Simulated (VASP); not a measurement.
# HfO2 (P6/mmm) in VASP: further runs

Runs on HfO2. Level: PBE+D3(BJ). Tasks: single point.

Program: VASP 6.6.1. These are calculated values, not measurements. Logs are shortened: lines on timing, memory, paths and dates and some standing lists are left out, and cuts for length are marked.

## 1. The cell of the first run

Symmetry: P6/mmm, No. 191, hexagonal system. Conventional cell: a = 3.584 Å, b = 3.584 Å, c = 2.683 Å, α = 90.00°, β = 90.00°, γ = 120.00°. Within 3.3 Å of Hf (site symmetry 6/mmm) lie 12 O at 2.47 Å and 2 Hf at 2.68 Å. O (site symmetry -6m2) has 5 O at 2.07 to 2.68 Å and 6 Hf at 2.47 Å within 2.7 Å.

## 2. Single point, PBE+D3(BJ)

Input file INCAR:

```
PREC = Accurate
ENCUT = 600
EDIFF = 1E-6
ISMEAR = 0
SIGMA = 0.02
LREAL = False
LASPH = True
NELM = 120
ALGO = Normal
ISIF = 2
LWAVE = False
LCHARG = False
GGA = PE
IVDW = 12
NBANDS = 18
GGA_COMPAT = False
```

Input file KPOINTS:

```
regular mesh
0
Gamma
  7 7 5
```

Input file POSCAR:

```
HfO2
1.0
    3.5840971338      0.0000000000      0.0000000000
   -1.7920485669      3.1039191675      0.0000000000
    0.0000000000      0.0000000000      2.6826312935
Hf O
1 2
Direct
    0.0000000000      0.0000000000      0.0000000000
    0.3333333333      0.6666666667      0.5000000000
    0.6666666667      0.3333333333      0.5000000000
```

Potentials or basis: VASP PAW PBE potentials, release 64 (Hf_pv, O).

Run with:

```console
$ cat potpaw_PBE.64/Hf_pv/POTCAR potpaw_PBE.64/O/POTCAR > POTCAR
$ mpirun -np 1 vasp_std > vasp.out
```

OUTCAR:

```text
PREC = Accurate
   ENCUT = 600
   EDIFF = 1E-6
   ISMEAR = 0
   LREAL = False
   LASPH = True
   NELM = 120
   ISIF = 2
   GGA = PE
   IVDW = 12
 IVDW          = 12

 ion  position               nearest neighbor table
   1  0.000  0.000  0.000-   2 2.47   3 2.47   2 2.47   3 2.47   2 2.47   2 2.47   3 2.47   3 2.47
                             3 2.47   3 2.47   2 2.47   2 2.47
   2  0.333  0.667  0.500-   1 2.47   1 2.47   1 2.47   1 2.47   1 2.47   1 2.47
   3  0.667  0.333  0.500-   1 2.47   1 2.47   1 2.47   1 2.47   1 2.47   1 2.47

  LATTYP: Found a hexagonal cell.
 ALAT       =     3.5840971338
 C/A-ratio  =     0.7484817496

  Lattice vectors:

 A1 = (   3.5840971338,   0.0000000000,   0.0000000000)
 A2 = (  -1.7920485669,   3.1039191675,   0.0000000000)
 A3 = (   0.0000000000,   0.0000000000,   2.6826312935)

Analysis of symmetry for initial positions (statically):
=====================================================================
 Subroutine PRICEL returns:
 Original cell was already a primitive cell.

 Routine SETGRP: Setting up the symmetry group for a
 hexagonal supercell.

 Subroutine GETGRP returns: Found 24 space group operations
 (whereof 24 operations were pure point group operations)
 out of a pool of 24 trial point group operations.

The static configuration has the point symmetry D_6h.

Analysis of symmetry for dynamics (positions and initial velocities):
=====================================================================
 Subroutine PRICEL returns:
 Original cell was already a primitive cell.

 Routine SETGRP: Setting up the symmetry group for a
 hexagonal supercell.

 Subroutine GETGRP returns: Found 24 space group operations
 (whereof 24 operations were pure point group operations)
 out of a pool of 24 trial point group operations.

The dynamic configuration has the point symmetry D_6h.

 Subroutine INISYM returns: Found 24 space group operations
 (whereof 24 operations are pure point group operations),
 and found     1 'primitive' translations

----------------------------------------------------------------------------------------

                                     Primitive cell

  volume of cell :      29.8436

  direct lattice vectors                    reciprocal lattice vectors
     3.584097134  0.000000000  0.000000000     0.279010295  0.161086669  0.000000000
    -1.792048567  3.103919167  0.000000000     0.000000000  0.322173338  0.000000000
     0.000000000  0.000000000  2.682631294     0.000000000  0.000000000  0.372768335

  length of vectors
     3.584097134  3.584097134  2.682631294     0.322173338  0.322173338  0.372768335

  position of ions in fractional coordinates (direct lattice)
     0.000000000  0.000000000  0.000000000
     0.333333333  0.666666667  0.500000000
     0.666666667  0.333333333  0.500000000

  ion indices of the primitive-cell ions
   primitive index   ion index
                 1           1
                 2           2
                 3           3

----------------------------------------------------------------------------------------

 KPOINTS: regular mesh

Automatic generation of k-mesh.
 Grid dimensions read from file:
 generate k-points for:    7    7    5

 Generating k-lattice:

  Cartesian coordinates                     Fractional coordinates (reciprocal lattice)
     0.039858614  0.023012381  0.000000000     0.142857143  0.000000000  0.000000000
     0.000000000  0.046024763  0.000000000     0.000000000  0.142857143  0.000000000
     0.000000000  0.000000000  0.074553667     0.000000000  0.000000000  0.200000000

  Length of vectors
     0.046024763  0.046024763  0.074553667

  Shift w.r.t. Gamma in fractional coordinates (k-lattice)
     0.000000000  0.000000000  0.000000000

 Subroutine IBZKPT returns following result:
 ===========================================

 Found     24 irreducible k-points:

 Following reciprocal coordinates:
            Coordinates               Weight
  0.000000  0.000000  0.000000      1.000000
  0.142857  0.000000  0.000000      6.000000
  0.285714 -0.000000  0.000000      6.000000
  0.428571  0.000000  0.000000      6.000000
  0.142857  0.142857  0.000000      6.000000
  0.285714  0.142857  0.000000     12.000000
[... 16 lines left out ...]
  0.428571  0.142857  0.400000     12.000000
  0.285714  0.285714  0.400000     12.000000
   k-points           NKPTS =     24   k-points in BZ     NKDIM =     24   number of bands    NBANDS=     18
   number of dos      NEDOS =    301   number of ions     NIONS =      3
   total plane-waves  NPLWV =  21600
   dimension x,y,z NGX =    30 NGY =   30 NGZ =   24
   dimension x,y,z NGXF=    60 NGYF=   60 NGZF=   48
   ions per type =               1   2
   NGX,Y,Z   is equivalent  to a cutoff of  13.92, 13.92, 14.87 a.u.
   NGXF,Y,Z  is equivalent  to a cutoff of  27.83, 27.83, 29.75 a.u.
 SYSTEM =  unknown system
   PREC   = accura    normal or accurate (medium, high low for compatibility)
   ISTART =      0    job   : 0-new  1-cont  2-samecut
   ICHARG =      2    charge: 1-file 2-atom 10-const
   ISPIN  =      1    spin polarized calculation?
   LNONCOLLINEAR =      F non collinear calculations
   LSORBIT =      F    spin-orbit coupling
   LASPH  =      T    aspherical Exc in radial PAW
   ENCUT  =  600.0 eV  44.10 Ry    6.64 a.u.   7.16  7.16  5.36*2*pi/ulx,y,z
   NELM   =    120;   NELMIN=  2; NELMDL= -5     # of ELM steps
   EDIFF  = 0.1E-05   stopping-criterion for ELM
   LREAL  =      F    real-space projection
   EDIFFG = 0.1E-04   stopping-criterion for IOM
   NSW    =      0    number of steps for IOM
   IBRION =     -1    ionic relax: 0-MD 1-quasi-New 2-CG
   NFREE  =      0    steps in history (QN), initial steepest desc. (CG)
   ISIF   =      2    stress and relaxation
   ISYM   =      2    0-nonsym 1-usesym 2-fastsym
   POTIM  = 0.5000    time-step for ionic-motion
   TEBEG  =    0.0;   TEEND  =   0.0 temperature during run
   PSTRESS=    0.0 pullay stress
   NELECT =      22.0000    total number of electrons
   NUPDOWN=      -1.0000    fix difference up-down
   EMIN   =  10.00;   EMAX   =-10.00  energy-range for DOS
   EFERMI =   0.00;   METHOD = LEGACY
   ISMEAR =     0;   SIGMA  =   0.02  broadening in eV -4-tet -1-fermi 0-gaus
   EFERMI_NEDOS =   21; number of points for ismear=-14 and -15
   IALGO  =     38    algorithm
   IMIX   =      4    mixing-type and parameters
     AMIX     =   0.40;   BMIX     =  1.00
     AMIX_MAG =   1.60;   BMIX_MAG =  1.00
  volume/ion in A,a.u.               =       9.95        67.13
  Fermi-wavevector in a.u.,A,eV,Ry     =   1.478877  2.794672 29.756985  2.187077
  Thomas-Fermi vector in A             =   2.593104
   LORBIT       =      0    0 simple, 1 ext, 2 COOP (PROOUT), +10 PAW based schemes
   GGA     = PE    functional components
   LHFCALC =     F    Hartree Fock is set to
   AEXX    =    0.0000 exact exchange contribution
   IVDW    =    12    specifies the selected vdW correction
   LEPSILON=     F    determine dielectric tensor
   LRPA    =     F    only Hartree local field effects (RPA)
 non-spin polarized calculation
 Gauss-broadening in eV      SIGMA  =   0.02
  energy-cutoff  :      600.00
  volume of cell :       29.84
 maximum number of plane-waves:      1014
 NGX is ok and might be reduce to    30
   NGX = 15   NGY = 15   NGZ = 11

 number of electron      21.9999996 magnetization

 Free energy of the ion-electron system (eV)
  ---------------------------------------------------
  ext. energy  EPLUGINS =         0.00000000
  ---------------------------------------------------
  free energy    TOTEN  =       -24.47918452 eV

  energy without entropy =      -24.47864081  energy(sigma->0) =      -24.47891266

 E-fermi :   6.7495     XC(G=0): -12.6932

 val. band max:        6.6529994063   @ k =   0.2857   0.1429   0.4000
 cond. band min:       6.7524784534   @ k =   0.4286   0.1429   0.2000
 fundamental gap:      0.0994790471
 Fermi energy:         6.7494718792

 k-point     1 :       0.0000    0.0000    0.0000
  band No.  band energies     occupation
      1     -24.8948      2.00000
      2     -24.8948      2.00000
      3     -24.1959      2.00000
      4     -14.1891      2.00000
      5      -9.3222      2.00000
      6      -0.0582      2.00000
[... 10 lines left out ...]
     17      12.0237      0.00000
     18      18.4438      0.00000

 k-point     2 :       0.1429    0.0000    0.0000
  band No.  band energies     occupation
      1     -24.9506      2.00000
      2     -24.9050      2.00000
      3     -24.1923      2.00000
      4     -13.9370      2.00000
      5      -9.6700      2.00000
      6       0.0343      2.00000
[... 10 lines left out ...]
     17      12.2386      0.00000
     18      18.4435      0.00000

 k-point     3 :       0.2857   -0.0000    0.0000
  band No.  band energies     occupation
      1     -25.0720      2.00000
      2     -24.9278      2.00000
      3     -24.1841      2.00000
      4     -13.2766      2.00000
      5     -10.4487      2.00000
      6       0.2364      2.00000
[... 10 lines left out ...]
     17      12.8082      0.00000
     18      18.4409      0.00000

 k-point     4 :       0.4286    0.0000    0.0000
  band No.  band energies     occupation
      1     -25.1655      2.00000
      2     -24.9461      2.00000
      3     -24.1774      2.00000
      4     -12.4645      2.00000
      5     -11.2805      2.00000
      6       0.2138      2.00000
[... 375 lines left out ...]
      4     -12.3701      2.00000
      5     -10.3874      2.00000
      6      -0.1323      2.00000
[... 10 lines left out ...]
     17      15.6134      0.00000
     18      18.4470      0.00000

 k-point    23 :       0.4286    0.1429    0.4000
  band No.  band energies     occupation
      1     -25.7735      2.00000
      2     -24.8692      2.00000
      3     -24.7593      2.00000
      4     -12.1051      2.00000
      5     -10.8483      2.00000
      6      -0.2164      2.00000
[... 10 lines left out ...]
     17      15.3549      0.00000
     18      18.4456      0.00000

 k-point    24 :       0.2857    0.2857    0.4000
  band No.  band energies     occupation
      1     -25.7699      2.00000
      2     -24.8435      2.00000
      3     -24.7947      2.00000
      4     -11.9109      2.00000
      5     -11.1197      2.00000
      6       0.1874      2.00000
[... 10 lines left out ...]
     17      15.1489      0.00000
     18      18.4454      0.00000

------------------------ aborting loop because EDIFF is reached ----------------------------------------

 Edisp (eV)   -0.78209

 E8    (eV) :    -0.3411

  FORCE on cell =-STRESS in cart. coord.  units (eV):
  Direction    XX          YY          ZZ          XY          YZ          ZX
  --------------------------------------------------------------------------------------
  -------------------------------------------------------------------------------------
  Total      -0.71501    -0.71501    -0.70342     0.00000    -0.00000     0.00000
  in kB     -38.38563   -38.38563   -37.76352     0.00000    -0.00000     0.00000
  external pressure =      -38.18 kB  Pullay stress =        0.00 kB

 VOLUME and BASIS-vectors are now :
 -----------------------------------------------------------------------------
  energy-cutoff  :      600.00
  volume of cell :       29.84
      direct lattice vectors                 reciprocal lattice vectors
     3.584097134  0.000000000  0.000000000     0.279010295  0.161086669  0.000000000
    -1.792048567  3.103919167  0.000000000     0.000000000  0.322173338  0.000000000
     0.000000000  0.000000000  2.682631294     0.000000000  0.000000000  0.372768335

 POSITION                                       TOTAL-FORCE (eV/Angst)
 -----------------------------------------------------------------------------------
      0.00000      0.00000      0.00000        -0.000000      0.000000      0.000000
     -0.00000      2.06928      1.34132        -0.000000      0.000000     -0.000000
      1.79205      1.03464      1.34132         0.000000     -0.000000      0.000000
 -----------------------------------------------------------------------------------
    total drift:                               -0.000000      0.000000      0.000000

  FREE ENERGIE OF THE ION-ELECTRON SYSTEM (eV)
  ---------------------------------------------------
  free  energy   TOTEN  =       -25.2612730051 eV

  energy  without entropy=      -25.2607292956  energy(sigma->0) =      -25.26100115
```

It took 9 s on 1 thread of Intel Xeon 6975P-C (Granite Rapids), shared host; peak memory 0.17 GiB.

Results:

| Quantity | Value |
| --- | --- |
| Free energy | -25.2613 eV |
| Pressure | -3.8 GPa |
| Band gap on the k mesh | zero (band 11 reaches 7.48 eV, above the bottom of band 12 at 5.75 eV) |
| Dispersion energy per atom | -0.261 eV |

Caveat: the k points lie up to 0.47 Å⁻¹ apart; three body term missing; spin-orbit coupling is left out, which moves the levels of the heavy elements; pairwise dispersion overbinds metals, which lowers pressure and volume.

## 3. Single point, PBE+D3(BJ)

This run uses another cell than the first one, of 9.74 Å³/atom, 0.979 times its volume.

Input file INCAR:

```
PREC = Accurate ; ENCUT = 600
EDIFF = 1E-6 ; ISMEAR = 0
SIGMA = 0.02 ; LREAL = F
LASPH = T ; NELM = 120
ALGO = Normal ; ISIF = 2
LWAVE = F ; LCHARG = T
GGA = PE ; IVDW = 12
LELF = T ; LVHAR = T
NBANDS = 18 ; GGA_COMPAT = F
```

Input file KPOINTS:

```
Automatic mesh
0
Gamma
  7 7 5
```

Input file POSCAR:

```
HfO2
1.0
    3.5602485040      0.0000000000      0.0000000000
   -1.7801242520      3.0832656482      0.0000000000
    0.0000000000      0.0000000000      2.6623864344
Hf O
1 2
Direct
    0.0000000000      0.0000000000      0.0000000000
    0.3333333333      0.6666666667      0.5000000000
    0.6666666667      0.3333333333      0.5000000000
```

Potentials or basis: VASP PAW PBE potentials, release 64 (Hf_pv, O).

Run with:

```console
$ cat potpaw_PBE.64/Hf_pv/POTCAR potpaw_PBE.64/O/POTCAR > POTCAR
$ mpirun -np 1 vasp_std > vasp.out
```

OUTCAR:

```text
PREC = Accurate
   ENCUT = 600
   EDIFF = 1E-6
   ISMEAR = 0
   LREAL = F
   LASPH = T
   NELM = 120
   ISIF = 2
   GGA = PE
   IVDW = 12
 IVDW          = 12

 ion  position               nearest neighbor table
   1  0.000  0.000  0.000-   2 2.45   3 2.45   2 2.45   3 2.45   2 2.45   2 2.45   3 2.45   3 2.45
                             3 2.45   3 2.45   2 2.45   2 2.45
   2  0.333  0.667  0.500-   1 2.45   1 2.45   1 2.45   1 2.45   1 2.45   1 2.45
   3  0.667  0.333  0.500-   1 2.45   1 2.45   1 2.45   1 2.45   1 2.45   1 2.45

  LATTYP: Found a hexagonal cell.
 ALAT       =     3.5602485040
[... 697 lines left out ...]

 E8    (eV) :    -0.3485

  FORCE on cell =-STRESS in cart. coord.  units (eV):
  Direction    XX          YY          ZZ          XY          YZ          ZX
  --------------------------------------------------------------------------------------
  -------------------------------------------------------------------------------------
  Total       0.16893     0.16893     0.18365     0.00000    -0.00000     0.00000
  in kB       9.26090     9.26090    10.06771     0.00000    -0.00000     0.00000
  external pressure =        9.53 kB  Pullay stress =        0.00 kB

 VOLUME and BASIS-vectors are now :
 -----------------------------------------------------------------------------
  energy-cutoff  :      600.00
  volume of cell :       29.23
      direct lattice vectors                 reciprocal lattice vectors
     3.560248504  0.000000000  0.000000000     0.280879270  0.162165722  0.000000000
    -1.780124252  3.083265648  0.000000000     0.000000000  0.324331444  0.000000000
     0.000000000  0.000000000  2.662386434     0.000000000  0.000000000  0.375602875

 POSITION                                       TOTAL-FORCE (eV/Angst)
 -----------------------------------------------------------------------------------
      0.00000      0.00000      0.00000        -0.000000      0.000000      0.000000
     -0.00000      2.05551      1.33119         0.000000     -0.000000     -0.000000
      1.78012      1.02776      1.33119        -0.000000      0.000000      0.000000
 -----------------------------------------------------------------------------------
    total drift:                               -0.000000      0.000000     -0.000000

  FREE ENERGIE OF THE ION-ELECTRON SYSTEM (eV)
  ---------------------------------------------------
  free  energy   TOTEN  =       -25.2654473277 eV

  energy  without entropy=      -25.2649067515  energy(sigma->0) =      -25.26517704
```

stdout:

```text
POSCAR found type information on POSCAR HfO
 POSCAR found :  2 types and       3 ions
 scaLAPACK will be used
 LDA part: xc-table for (Slater+PW92), standard interpolation
 POSCAR, INCAR and KPOINTS ok, starting setup
 FFT: planning ... GRIDC
 FFT: planning ... GRID_SOFT
 FFT: planning ... GRID
 WAVECAR not read
 entering main loop
```

Run time: 7.7 s. Hardware: 1 thread of Intel Xeon 6975P-C (Granite Rapids), shared host; peak memory 0.16 GiB.

Results:

```
Free energy                : -25.2654 eV
Pressure                   : 1.0 GPa
Band gap on the k mesh     : zero (band 11 reaches 7.73 eV, above the bottom of band 12 at 5.94 eV)
Dispersion energy per atom : -0.266 eV
```

Stress tensor (GPa, compression positive):
```
0.93 0.00 0.00
0.00 0.93 0.00
0.00 0.00 1.01
```

Caveat: the k points lie up to 0.47 Å⁻¹ apart; three body term missing; spin-orbit coupling is left out, which moves the levels of the heavy elements; pairwise dispersion overbinds metals, which lowers pressure and volume.

## 4. Single point, PBE+D3(BJ)

This run uses another cell than the first one, of 10.90 Å³/atom, 1.096 times its volume.

Input file INCAR:

```
ALGO = Normal
EDIFF = 1E-6
ENCUT = 600
GGA = PE
GGA_COMPAT = False
ISIF = 2
ISMEAR = 0
IVDW = 12
LASPH = True
LCHARG = True
LELF = True
LREAL = False
LVHAR = True
LWAVE = False
NBANDS = 18
NELM = 120
PREC = Accurate
SIGMA = 0.02
```

Input file KPOINTS:

```
k-points
0
Gamma
  7 7 5
```

Input file POSCAR:

```
HfO2
1.0
    3.2500000000      0.0000000000      0.0000000000
   -1.6250000000      2.8145825623      0.0000000000
    0.0000000000      0.0000000000      3.5750000000
Hf O
1 2
Direct
    0.0000000000      0.0000000000      0.0000000000
    0.3333333333      0.6666666667      0.5000000000
    0.6666666667      0.3333333333      0.5000000000
```

Run with:

```console
$ cat potpaw_PBE.64/Hf_pv/POTCAR potpaw_PBE.64/O/POTCAR > POTCAR
$ mpirun -np 1 vasp_std > vasp.out
```

Wall time 9.9 s (1 thread of Intel Xeon 6975P-C (Granite Rapids), shared host); peak memory 0.17 GiB.

Results (log left out):

```
Free energy                : -21.2349 eV
Pressure                   : 5.7 GPa
Band gap on the k mesh     : zero (band 11 reaches 8.61 eV, above the bottom of band 12 at 5.16 eV)
Dispersion energy per atom : -0.239 eV
```

Stress tensor (GPa, compression positive):
```
 35.69   0.00   0.00
  0.00  35.69   0.00
  0.00   0.00 -54.30
```

Levels at points of the mesh, in eV from the Fermi level:
| k point | band 7 | band 8 | band 9 | band 10 | band 11 | band 12 | band 13 | band 14 | band 15 | band 16 |
| --- | --- | --- | --- | --- | --- | --- | --- | --- | --- | --- |
| (0.00, 0.00, 0.00) | -6.92 | -6.76 | -4.02 | -2.06 | -1.42 | -1.42 | 1.04 | 1.21 | 1.21 | 2.81 |

Caveat: three body term missing; spin-orbit coupling is left out, which moves the levels of the heavy elements; pairwise dispersion overbinds metals, which lowers pressure and volume.

[end of part 1 of 2]
